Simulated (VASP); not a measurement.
# EuRe3: single point with PBEsol

EuRe3:

```
Eu Re
1.0
     4.05991    0.00000    0.00000
     0.00000    4.05991    0.00000
     0.00000    0.00000    4.05991
Eu Re
1 3
Direct
  0.00000 0.00000 0.00000
  0.00000 0.50000 0.50000
  0.50000 0.50000 0.00000
  0.50000 0.00000 0.50000
```

```json
{"Program": "VASP 6.6.1", "Task": "single point", "Functional": "PBEsol", "Potentials or basis": "VASP PAW PBE potentials, release 64 (Eu, Re)", "Cutoff": "520 eV", "k mesh": "8 × 8 × 8", "Occupations": "gaussian, width 0.05 eV", "Spin": "collinear spin, ferromagnetic start", "Starting moments": "[6.85, 0.0, 0.0, 0.0] μB"}
```

- Pressure: 1.1 GPa
- Band gap on the k mesh: zero (filled and empty bands overlap)
- Net moment: 5.97 μB per cell
- Site moments: Eu +6.11; Re -0.11 μB
- Valence electrons inside the program's atomic spheres: Eu 15.09; Re 5.91

Levels at points of the mesh, in eV from the Fermi level:
Spin up:
| k point | band 18 | band 19 | band 20 | band 21 | band 22 | band 23 | band 24 | band 25 | band 26 | band 27 |
| --- | --- | --- | --- | --- | --- | --- | --- | --- | --- | --- |
| (0.00, 0.00, 0.00) | -0.66 | -0.65 | -0.65 | -0.65 | 1.86 | 1.86 | 3.38 | 4.07 | 4.07 | 4.07 |
| (0.50, 0.00, 0.00) | -0.90 | -0.48 | -0.39 | -0.39 | -0.33 | 0.24 | 0.92 | 1.14 | 1.14 | 2.34 |
| (0.50, 0.50, 0.00) | -0.90 | -0.57 | -0.40 | -0.38 | -0.34 | -0.34 | -0.13 | 0.48 | 0.48 | 1.13 |
| (0.50, 0.50, 0.50) | -0.73 | -0.59 | -0.59 | -0.59 | -0.04 | -0.04 | 0.50 | 2.72 | 2.72 | 2.72 |
Spin down:
| k point | band 12 | band 13 | band 14 | band 15 | band 16 | band 17 | band 18 | band 19 | band 20 | band 21 |
| --- | --- | --- | --- | --- | --- | --- | --- | --- | --- | --- |
| (0.00, 0.00, 0.00) | -0.62 | -0.62 | -0.62 | 1.82 | 1.82 | 3.19 | 3.19 | 3.19 | 3.28 | 3.57 |
| (0.50, 0.00, 0.00) | -1.90 | -1.79 | -1.79 | -0.48 | -0.36 | -0.08 | 0.54 | 0.54 | 2.09 | 3.89 |
| (0.50, 0.50, 0.00) | -1.70 | -1.70 | -1.66 | -1.00 | -0.24 | -0.22 | -0.04 | -0.04 | 0.55 | 1.06 |
| (0.50, 0.50, 0.50) | -0.79 | -0.79 | -0.79 | -0.03 | 0.04 | 0.04 | 2.75 | 2.75 | 2.75 | 3.36 |

Run time: 2.4 min on 1 thread of Intel(R) Xeon(R) 6975P-C (Granite Rapids) (shared host), peak memory 0.29 GiB.

Caveat: the PAW data sets were made with another functional, which shifts forces and pressure a little; spin-orbit coupling is left out, which moves the levels of the heavy elements; semilocal functionals describe open f shells poorly, which spoils levels, moments and volumes. The state reached can hang on the start; a lower one may exist.
